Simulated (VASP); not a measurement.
Wanted: the native input for a VASP 6.6.1 run.

```
Task                   : single point
Functional             : PBE
Potentials or basis    : VASP PAW PBE potentials, release 64 (Sn_d, O)
Cutoff                 : 520 eV
k mesh                 : 6 × 6 × 6
Occupations            : gaussian, width 0.02 eV
Spin                   : no spin polarisation
Dipole correction      : no
Further INCAR settings : ALGO = Normal; EDIFF = 1e-07; NBANDS = 64
```

The structure of SnO2 lies in POSCAR:

```
SnO2
1.0
   -3.1624136287      3.2403207934      3.2403207934
    3.1624136287     -3.2403207934      3.2403207934
    3.1624136287      3.2403207934     -3.2403207934
Sn O
4 8
Direct
    1.0000000000      0.2500000000      0.7500000000
    0.0000000000      0.7500000000      0.2500000000
    0.5000000000      0.5000000000      0.5000000000
    0.5000000000      0.0000000000      0.0000000000
    0.1947429485      0.1947429485      0.5000000000
    0.6947429485      0.7500000000      0.9447429485
    0.1947429485      0.6947429485      1.0000000000
    0.3052570515      0.7500000000      0.5552570515
    0.6947429485      0.2500000000      0.4447429485
    0.3052570515      0.2500000000      0.0552570515
    0.8052570515      0.3052570515      0.0000000000
    0.8052570515      0.8052570515      0.5000000000
```

This cell differs from its parent crystal: volume scaled by 0.88, then relaxed in part.

The input as run:

INCAR

```
PREC = Accurate
ENCUT = 520
EDIFF = 1E-7
ISMEAR = 0
SIGMA = 0.02
LREAL = F
LASPH = T
NELM = 80
ALGO = Normal
ISIF = 2
LWAVE = F
LCHARG = F
GGA = PE
NBANDS = 64
```

KPOINTS

```
regular mesh
0
Gamma
  6 6 6
```

Potentials or basis: VASP PAW PBE potentials, release 64 (Sn_d, O).

Run with:

```console
$ cat potpaw_PBE.64/Sn_d/POTCAR potpaw_PBE.64/O/POTCAR > POTCAR
$ mpirun -np 1 vasp_std > vasp.out
```

Results of the run:

- Pressure: 30.8 GPa
- Largest force: 0.015 eV/Å
- Band gap on the k mesh: 2.07 eV

Caveat: spin-orbit coupling is left out, which moves the levels of the heavy elements.

It took 4.9 min on 1 thread of Intel(R) Xeon(R) Platinum 8488C (Sapphire Rapids) (shared host), peak memory 0.35 GiB.
